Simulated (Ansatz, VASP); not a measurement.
One calculation of HfScS3, two programs

INCAR

```
PREC = Accurate
ENCUT = 600
EDIFF = 1E-6
ISMEAR = 0
SIGMA = 0.1
LREAL = False
LASPH = True
NELM = 80
ALGO = Normal
ISIF = 3
LWAVE = False
LCHARG = False
GGA = PE
IBRION = 2
NSW = 90
EDIFFG = -0.04
```

Contents of KPOINTS:

```
regular mesh
0
Gamma
  4 4 4
```

The input POSCAR:

```
HfScS3
1.0
    4.4240628356      0.0000000000      0.0000000000
    0.0000000000      4.4240628356      0.0000000000
    0.0000000000      0.0000000000      4.4795022195
Hf Sc S
1 1 3
Direct
    0.5000000000      0.5000000000      0.5150000000
    0.0000000000      0.0000000000      0.0000000000
    0.5000000000      0.5000000000      0.9750000000
    0.0000000000      0.5000000000      0.4850000000
    0.5000000000      0.0000000000      0.4850000000
```

Input for Ansatz:

```yaml
crystal:
  lattice:
    - [4.4240628356, 0.0, 0.0]
    - [0.0, 4.4240628356, 0.0]
    - [0.0, 0.0, 4.4795022195]
  atoms:
    - { symbol: Hf, position: [0.5, 0.5, 0.515] }
    - { symbol: Sc, position: [0.0, 0.0, 0.0] }
    - { symbol: S, position: [0.5, 0.5, 0.975] }
    - { symbol: S, position: [0.0, 0.5, 0.485] }
    - { symbol: S, position: [0.5, 0.0, 0.485] }
basis:
  ecutwfc: 420
kpoints:
  mp_grid: { grid: [4, 4, 4] }
hamiltonian:
  xc: pbe
scf:
  occupations: { method: gaussian, width: 0.1 }
  lower_state_search: "off"
output:
  forces: true
  stress: true
  eigenvalues: true
relax:
  adjacent_minimum: "off"
  f_tol: 0.04
  max_steps: 70
  cell: { stress_tol: 0.4 }
```

Alike in both runs: task relaxation of cell and atoms; functional PBE; k mesh 4 × 4 × 4; occupations gaussian, width 0.1 eV; no spin polarisation.

|  | VASP | Ansatz |
| --- | --- | --- |
| version | VASP 6.6.1 | Ansatz 0.2.0 |
| potentials or method | VASP PAW PBE potentials, release 64 (Hf_pv, Sc_sv, S), cutoff 600 eV | scalar-relativistic, plane waves, PAW |
| valence electrons in the cell | 39 | 55 |

```csv
,VASP,Ansatz,Ansatz less VASP
"gap on the k mesh at the Fermi level, each at its own relaxed structure (eV)",none,none,-
relaxed volume (Å³/atom),25.43,25.38,-0.045
relaxed cell length with the largest relative difference (Å),5.031,5.135,+0.1036
```

A gap of «none» marks a metal or a gap that the smearing closes. VASP's potentials hold 39 valence electrons a cell and Ansatz's 55, so a difference there can come from the potentials and not from the codes.

Spin-orbit coupling is off throughout. Noted on VASP's run: the volume moved by over 15 % at a fixed basis, so the end points are rough.
